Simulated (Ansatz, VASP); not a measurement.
Two plane-wave programs on TiO2

Contents of POSCAR:

```
TiO2
1.0
    4.5998373239      0.0000000000      0.0000000000
    0.0000000000      4.5998373239      0.0000000000
    0.0000000000      0.0000000000      2.9592135600
Ti O
2 4
Direct
    0.5000000000      0.5000000000      0.0000000000
    0.0000000000      0.0000000000      0.5000000000
    0.6956786800      0.6956786800      0.5000000000
    0.8043213200      0.1956786800      0.0000000000
    0.1956786800      0.8043213200      0.0000000000
    0.3043213200      0.3043213200      0.5000000000
```

INCAR.step1

```
  PREC = Accurate
  ENCUT = 520
  ISMEAR = -1
  SIGMA = 0.01
  LREAL = False
  LASPH = True
  NELM = 80
  NBANDS = 33
  GGA = PE
  ALGO = Normal
  EDIFF = 1E-4
  LWAVE = True
  LCHARG = False
```

Contents of INCAR.step2:

```
  PREC = Accurate
  ENCUT = 520
  EDIFF = 1E-8
  ISMEAR = -1
  SIGMA = 0.01
  LREAL = False
  LASPH = True
  NELM = 80
  ALGO = Normal
  ISIF = 2
  LWAVE = False
  LCHARG = False
  METAGGA = R2SCAN
  LMIXTAU = True
  LEFG = True
  NBANDS = 33
  ISTART = 1
```

File KPOINTS:

```
regular mesh
0
Gamma
  7 7 11
```

Input for Ansatz:

```yaml
crystal:
  lattice:
    - [4.5998373239, 0.0, 0.0]
    - [0.0, 4.5998373239, 0.0]
    - [0.0, 0.0, 2.95921356]
  atoms:
    - { symbol: Ti, position: [0.5, 0.5, 0.0] }
    - { symbol: Ti, position: [0.0, 0.0, 0.5] }
    - { symbol: O, position: [0.69567868, 0.69567868, 0.5] }
    - { symbol: O, position: [0.80432132, 0.19567868, 0.0] }
    - { symbol: O, position: [0.19567868, 0.80432132, 0.0] }
    - { symbol: O, position: [0.30432132, 0.30432132, 0.5] }
kpoints:
  mp_grid: { grid: [7, 7, 11] }
scf:
  occupations: { method: fermi_dirac, width: 0.01 }
hamiltonian:
  xc: r2scan
  pseudopotentials: { kind: paw }
output:
  forces: true
  stress: true
  populations: true
  efg:
    quadrupole_moments_barn: { Ti: 0.247, O: -0.02558 }
    contact_densities: true
```

Alike in both runs: task electric field gradients; functional r2SCAN; k mesh 7 × 7 × 11; occupations fermi-dirac, width 0.01 eV; no spin polarisation.

```csv
,VASP,Ansatz
version,VASP 6.6.1,Ansatz 0.2.0
potentials or method,"VASP PAW PBE potentials, release 64 (Ti_sv, O)","plane-wave PAW, scalar-relativistic"
plane-wave cutoff (eV),520,500
valence electrons in the cell,48,48
```

Ansatz gave:

```
gap on the k mesh at the Fermi level (eV)                     : 2.20
pressure (GPa)                                                : -1.0
traceless stress, the component that is largest in VASP (GPa) : -0.37
rms of the force components (eV/Å)                            : 0.026
size of Vzz on the site where it differs most (V/Å²)          : 26.7
```

Q: Which values does VASP return?

A: gap on the k mesh at the Fermi level (eV): 2.21; pressure (GPa): 0.3; traceless stress, the component that is largest in VASP (GPa): 0.08; rms of the force components (eV/Å): 0.011; size of Vzz on the site where it differs most (V/Å²): 25.8.

VASP's potentials were made for PBE, not for r2SCAN. Atom by atom the forces differ by 0.015 eV/Å (rms over components).
